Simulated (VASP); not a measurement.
# Ti (P6_3/mmc) in VASP: notebook

The runs below take Ti through single point, with PBE.

Everything below comes from runs of VASP 6.6.1. Logs are shortened: lines on timing, memory, paths and dates and some standing lists are left out, and cuts for length are marked.

## 1. The cell of the first run

The structure is hexagonal, space group P6_3/mmc (No. 194). Conventional cell: a = 2.950 Å, b = 2.950 Å, c = 4.680 Å, α = 90.00°, β = 90.00°, γ = 120.00°. Within 3.8 Å of Ti (site symmetry -6m2) lie 12 Ti at 2.89 to 2.95 Å.

## 2. Single point, PBE

INCAR reads:

```
PREC = Accurate
ENCUT = 520
EDIFF = 1E-6
ISMEAR = 0
SIGMA = 0.017
LREAL = False
LASPH = True
NELM = 80
ALGO = Fast
ISIF = 2
LWAVE = False
LCHARG = False
GGA = PE
NBANDS = 19
```

KPOINTS reads:

```
regular mesh
0
Gamma
  10 10 6
```

POSCAR reads:

```
Ti
1.0
    2.9500000000      0.0000000000      0.0000000000
   -1.4750000000      2.5547749412      0.0000000000
    0.0000000000      0.0000000000      4.6800000000
Ti
2
Direct
    0.6666666667      0.3333333333      0.7500000000
    0.3333333333      0.6666666667      0.2500000000
```

Potentials or basis: VASP PAW PBE potentials, release 64 (Ti_sv).

Started as:

```bash
$ cat potpaw_PBE.64/Ti_sv/POTCAR > POTCAR
$ mpirun -np 1 vasp_std > vasp.out
```

OUTCAR:

```text
PREC = Accurate
   ENCUT = 520
   EDIFF = 1E-6
   ISMEAR = 0
   LREAL = False
   LASPH = True
   NELM = 80
   ISIF = 2
   GGA = PE

 ion  position               nearest neighbor table
   1  0.667  0.333  0.750-   2 2.89   2 2.89   2 2.89   2 2.89   2 2.89   2 2.89
   2  0.333  0.667  0.250-   1 2.89   1 2.89   1 2.89   1 2.89   1 2.89   1 2.89

  LATTYP: Found a hexagonal cell.
 ALAT       =     2.9500000000
 C/A-ratio  =     1.5864406780

  Lattice vectors:

 A1 = (   2.9500000000,   0.0000000000,   0.0000000000)
 A2 = (  -1.4750000000,   2.5547749412,   0.0000000000)
 A3 = (   0.0000000000,   0.0000000000,   4.6800000000)

Analysis of symmetry for initial positions (statically):
=====================================================================
 Subroutine PRICEL returns:
 Original cell was already a primitive cell.

 Routine SETGRP: Setting up the symmetry group for a
 hexagonal supercell.

 Subroutine GETGRP returns: Found 24 space group operations
 (whereof 12 operations were pure point group operations)
 out of a pool of 24 trial point group operations.

The static configuration has the point symmetry D_3d.
 The point group associated with its full space group is D_6h.

Analysis of symmetry for dynamics (positions and initial velocities):
=====================================================================
 Subroutine PRICEL returns:
 Original cell was already a primitive cell.

 Routine SETGRP: Setting up the symmetry group for a
 hexagonal supercell.

 Subroutine GETGRP returns: Found 24 space group operations
 (whereof 12 operations were pure point group operations)
 out of a pool of 24 trial point group operations.

The dynamic configuration has the point symmetry D_3d.
 The point group associated with its full space group is D_6h.

 Subroutine INISYM returns: Found 24 space group operations
 (whereof 12 operations are pure point group operations),
 and found     1 'primitive' translations

----------------------------------------------------------------------------------------

                                     Primitive cell

  volume of cell :      35.2712

  direct lattice vectors                    reciprocal lattice vectors
     2.950000000  0.000000000  0.000000000     0.338983051  0.195711956  0.000000000
[... 76 lines left out ...]
 SYSTEM =  unknown system
   PREC   = accura    normal or accurate (medium, high low for compatibility)
   ISTART =      0    job   : 0-new  1-cont  2-samecut
   ICHARG =      2    charge: 1-file 2-atom 10-const
   ISPIN  =      1    spin polarized calculation?
   LNONCOLLINEAR =      F non collinear calculations
   LSORBIT =      F    spin-orbit coupling
   LASPH  =      T    aspherical Exc in radial PAW
   ENCUT  =  520.0 eV  38.22 Ry    6.18 a.u.   5.49  5.49  8.70*2*pi/ulx,y,z
   NELM   =     80;   NELMIN=  2; NELMDL= -5     # of ELM steps
   EDIFF  = 0.1E-05   stopping-criterion for ELM
   LREAL  =      F    real-space projection
   EDIFFG = 0.1E-04   stopping-criterion for IOM
   NSW    =      0    number of steps for IOM
   IBRION =     -1    ionic relax: 0-MD 1-quasi-New 2-CG
   NFREE  =      0    steps in history (QN), initial steepest desc. (CG)
   ISIF   =      2    stress and relaxation
   ISYM   =      2    0-nonsym 1-usesym 2-fastsym
   POTIM  = 0.5000    time-step for ionic-motion
   TEBEG  =    0.0;   TEEND  =   0.0 temperature during run
   PSTRESS=    0.0 pullay stress
   NELECT =      24.0000    total number of electrons
   NUPDOWN=      -1.0000    fix difference up-down
   EMIN   =  10.00;   EMAX   =-10.00  energy-range for DOS
   EFERMI =   0.00;   METHOD = LEGACY
   ISMEAR =     0;   SIGMA  =   0.02  broadening in eV -4-tet -1-fermi 0-gaus
   EFERMI_NEDOS =   21; number of points for ismear=-14 and -15
   IALGO  =     68    algorithm
   IMIX   =      4    mixing-type and parameters
     AMIX     =   0.40;   BMIX     =  1.00
     AMIX_MAG =   1.60;   BMIX_MAG =  1.00
  volume/ion in A,a.u.               =      17.64       119.01
  Fermi-wavevector in a.u.,A,eV,Ry     =   1.439920  2.721055 28.209912  2.073370
  Thomas-Fermi vector in A             =   2.558722
   LORBIT       =      0    0 simple, 1 ext, 2 COOP (PROOUT), +10 PAW based schemes
   GGA     = PE    functional components
   LHFCALC =     F    Hartree Fock is set to
   AEXX    =    0.0000 exact exchange contribution
   IVDW    =     0    specifies the selected vdW correction
   LEPSILON=     F    determine dielectric tensor
   LRPA    =     F    only Hartree local field effects (RPA)
 non-spin polarized calculation
 RMM-DIIS sequential band-by-band and
 Gauss-broadening in eV      SIGMA  =   0.02
  energy-cutoff  :      520.00
  volume of cell :       35.27
 maximum number of plane-waves:       973
 NGX is ok and might be reduce to    24
   NGX = 11   NGY = 11   NGZ = 17

 number of electron      24.0000002 magnetization

 Free energy of the ion-electron system (eV)
  ---------------------------------------------------
  ext. energy  EPLUGINS =         0.00000000
  ---------------------------------------------------
  free energy    TOTEN  =       -15.66525965 eV

  energy without entropy =      -15.66468009  energy(sigma->0) =      -15.66496987

 E-fermi :   8.1490     XC(G=0): -11.4270

 val. band max:        8.1396033987   @ k =   0.2000   0.0000   0.3333
 cond. band min:       8.1514755429   @ k =   0.1000   0.1000   0.1667
 fundamental gap:      0.0118721442
 Fermi energy:         8.1489899291

 k-point     1 :       0.0000    0.0000    0.0000
  band No.  band energies     occupation
      1     -48.7210      2.00000
      2     -48.5934      2.00000
      3     -25.2898      2.00000
      4     -24.6765      2.00000
      5     -24.6765      2.00000
      6     -24.6189      2.00000
[... 505 lines left out ...]
      6     -24.8177      2.00000
[... 11 lines left out ...]
     18      11.5214      0.00000
     19      12.2267      0.00000

 [... further k-points ...]
[... 5 lines left out ...]
  --------------------------------------------------------------------------------------
  -------------------------------------------------------------------------------------
  Total       -0.3633612     -0.3633612     -0.4233938     -0.0000000      0.0000000     -0.0000000
  in kB      -16.5054956    -16.5054956    -19.2324477     -0.0000000      0.0000000     -0.0000000
  external PRESSURE =     -17.4144797 kB  Pullay stress =       0.0000000 kB

 VOLUME and BASIS-vectors are now :
 -----------------------------------------------------------------------------
  energy-cutoff  :      520.00
  volume of cell :       35.27
      direct lattice vectors                 reciprocal lattice vectors
     2.950000000  0.000000000  0.000000000     0.338983051  0.195711956  0.000000000
    -1.475000000  2.554774941  0.000000000     0.000000000  0.391423911  0.000000000
     0.000000000  0.000000000  4.680000000     0.000000000  0.000000000  0.213675214

 POSITION                                       TOTAL-FORCE (eV/Angst)
 -----------------------------------------------------------------------------------
      1.47500      0.85159      3.51000         0.000000      0.000000      0.000000
     -0.00000      1.70318      1.17000         0.000000      0.000000      0.000000
 -----------------------------------------------------------------------------------
    total drift:                               -0.000000      0.000000     -0.000000

  FREE ENERGIE OF THE ION-ELECTRON SYSTEM (eV)
  ---------------------------------------------------
  free  energy   TOTEN  =       -15.6652596461 eV

  energy  without entropy=      -15.6646800859  energy(sigma->0) =      -15.66496987
```

stdout:

```text
POSCAR found type information on POSCAR Ti
 POSCAR found :  1 types and       2 ions
 scaLAPACK will be used
 LDA part: xc-table for (Slater+PW92), standard interpolation
 POSCAR, INCAR and KPOINTS ok, starting setup
 FFT: planning ... GRIDC
 FFT: planning ... GRID_SOFT
 FFT: planning ... GRID
 WAVECAR not read
 entering main loop
WARNING in EDDRMM: call to ZHEGV failed, returncode =   6  3     10
```

Wall time 60 s (1 thread of Intel Xeon 6975P-C, shared host); peak memory 0.17 GiB.

What came out:

| Quantity | Value |
| --- | --- |
| Free energy | -15.6653 eV |
| Pressure | -1.7 GPa |
| Band gap on the k mesh | zero (band 12 reaches 8.94 eV, above the bottom of band 13 at 7.94 eV) |

Stress tensor (GPa, compression positive):
```
-1.65  0.00  0.00
 0.00 -1.65  0.00
 0.00  0.00 -1.92
```

## 3. Single point, PBE

INCAR reads:

```
SYSTEM = Ti
PREC = Accurate
ENCUT = 520
EDIFF = 1E-6
ISMEAR = 0
SIGMA = 0.018000000000000002
LREAL = .FALSE.
LASPH = .TRUE.
NELM = 100
ALGO = Fast
ISIF = 2
LWAVE = .FALSE.
LCHARG = .FALSE.
GGA = PE
NBANDS = 19
```

KPOINTS reads:

```
Automatic mesh
0
G
  10 10 6
  0 0 0
```

POSCAR is that of step 2.

Potentials or basis: VASP PAW PBE potentials, release 64 (Ti_sv).

Started as:

```bash
$ cat potpaw_PBE.64/Ti_sv/POTCAR > POTCAR
$ mpirun -np 1 vasp_std > vasp.out
```

OUTCAR:

```text
SYSTEM = Ti
   PREC = Accurate
   ENCUT = 520
   EDIFF = 1E-6
   ISMEAR = 0
   LREAL = .FALSE.
   LASPH = .TRUE.
   NELM = 100
   ISIF = 2
   GGA = PE

 ion  position               nearest neighbor table
   1  0.667  0.333  0.750-   2 2.89   2 2.89   2 2.89   2 2.89   2 2.89   2 2.89
   2  0.333  0.667  0.250-   1 2.89   1 2.89   1 2.89   1 2.89   1 2.89   1 2.89

  LATTYP: Found a hexagonal cell.
 ALAT       =     2.9500000000
 C/A-ratio  =     1.5864406780

  Lattice vectors:

 A1 = (   2.9500000000,   0.0000000000,   0.0000000000)
 A2 = (  -1.4750000000,   2.5547749412,   0.0000000000)
[... 194 lines left out ...]
      6     -24.6189      2.00000
[... 505 lines left out ...]
      6     -24.8175      2.00000
[... 11 lines left out ...]
     18      11.5215      0.00000
     19      12.2267      0.00000

 [... further k-points ...]
[... 5 lines left out ...]
  --------------------------------------------------------------------------------------
  -------------------------------------------------------------------------------------
  Total       -0.3687594     -0.3687594     -0.4280472     -0.0000000      0.0000000      0.0000000
  in kB      -16.7507058    -16.7507058    -19.4438253     -0.0000000      0.0000000      0.0000000
  external PRESSURE =     -17.6484123 kB  Pullay stress =       0.0000000 kB

 VOLUME and BASIS-vectors are now :
 -----------------------------------------------------------------------------
  energy-cutoff  :      520.00
  volume of cell :       35.27
      direct lattice vectors                 reciprocal lattice vectors
     2.950000000  0.000000000  0.000000000     0.338983051  0.195711956  0.000000000
    -1.475000000  2.554774941  0.000000000     0.000000000  0.391423911  0.000000000
     0.000000000  0.000000000  4.680000000     0.000000000  0.000000000  0.213675214

 POSITION                                       TOTAL-FORCE (eV/Angst)
 -----------------------------------------------------------------------------------
      1.47500      0.85159      3.51000        -0.000000      0.000000      0.000000
     -0.00000      1.70318      1.17000         0.000000      0.000000      0.000000
 -----------------------------------------------------------------------------------
    total drift:                               -0.000000      0.000000     -0.000000

  FREE ENERGIE OF THE ION-ELECTRON SYSTEM (eV)
  ---------------------------------------------------
  free  energy   TOTEN  =       -15.6652956331 eV

  energy  without entropy=      -15.6646610757  energy(sigma->0) =      -15.66497835
```

stdout:

```text
POSCAR found type information on POSCAR Ti
 POSCAR found :  1 types and       2 ions
 scaLAPACK will be used
 LDA part: xc-table for (Slater+PW92), standard interpolation
 POSCAR, INCAR and KPOINTS ok, starting setup
 FFT: planning ... GRIDC
 FFT: planning ... GRID_SOFT
 FFT: planning ... GRID
 WAVECAR not read
 entering main loop
```

It took 67 s on 1 thread of Intel Xeon 6975P-C, shared host; peak memory 0.16 GiB.

Results:

| Property | Result |
| --- | --- |
| Free energy | -15.6653 eV |
| Pressure | -1.8 GPa |
| Band gap on the k mesh | zero (band 12 reaches 8.94 eV, above the bottom of band 13 at 7.94 eV) |

Levels at points of the mesh, in eV from the Fermi level:
```tsv
k point	band 10	band 11	band 12	band 13	band 14	band 15
(0.00, 0.00, 0.00)	-2.63	0.74	0.79	0.79	0.88	1.27
(0.50, 0.00, 0.00)	-2.09	-1.78	-0.61	0.51	0.63	1.17
(0.00, 0.00, 0.50)	-4.31	0.10	0.10	0.70	0.70	0.70
(0.50, 0.00, 0.50)	-2.48	-0.78	-0.78	1.31	1.31	1.72
```

## 4. Single point, PBE

INCAR reads:

```
SYSTEM = Ti
PREC = Accurate
ENCUT = 520
EDIFF = 1E-7
ISMEAR = 0
SIGMA = 0.019000000000000003
LREAL = .FALSE.
LASPH = .TRUE.
NELM = 100
ALGO = Normal
ISIF = 2
LWAVE = .FALSE.
LCHARG = .FALSE.
GGA = PE
NBANDS = 19
```

KPOINTS is that of step 3.

POSCAR is that of step 3.

Started as:

```bash
$ cat potpaw_PBE.64/Ti_sv/POTCAR > POTCAR
$ mpirun -np 1 vasp_std > vasp.out
```

Wall time 26 s (1 thread of Intel Xeon 6975P-C, shared host); peak memory 0.17 GiB.

The run converged. Its results:

| Item | Value |
| --- | --- |
| Free energy | -15.6653 eV |
| Pressure | -1.7 GPa |
| Band gap on the k mesh | zero (band 12 reaches 8.94 eV, above the bottom of band 13 at 7.94 eV) |

Stress tensor (GPa, compression positive):
```
-1.60  0.00  0.00
 0.00 -1.60  0.00
 0.00  0.00 -1.86
```

Levels at points of the mesh, in eV from the Fermi level:
```csv
k point,band 8,band 9,band 10,band 11,band 12,band 13,band 14,band 15,band 16,band 17
"(0.00, 0.00, 0.00)",-32.73,-6.15,-2.63,0.74,0.79,0.79,0.88,1.27,1.27,1.62
"(0.50, 0.00, 0.00)",-32.80,-2.30,-2.09,-1.78,-0.61,0.51,0.63,1.17,3.30,3.51
"(0.00, 0.00, 0.50)",-32.78,-4.31,-4.31,0.10,0.10,0.70,0.70,0.70,0.70,2.76
"(0.50, 0.00, 0.50)",-32.88,-2.48,-2.48,-0.78,-0.78,1.31,1.31,1.72,1.72,3.43
```

## 5. Summary

```tsv
smearing	gap on the mesh (eV)	pressure (GPa)
gaussian 0.017 eV	none	-1.7
gaussian 0.018 eV	none	-1.8
gaussian 0.019 eV	none	-1.7
```

Alike in all rows: task single point; level PBE; potentials or basis VASP PAW PBE potentials, release 64 (Ti_sv); no spin polarisation; cell as given; k mesh 10 × 10 × 6; cutoff (eV) 520.

Every run on the cell as given and a fine mesh finds a metal.

Total energies depend on the potentials used, so only differences within one code and one set of settings carry meaning.
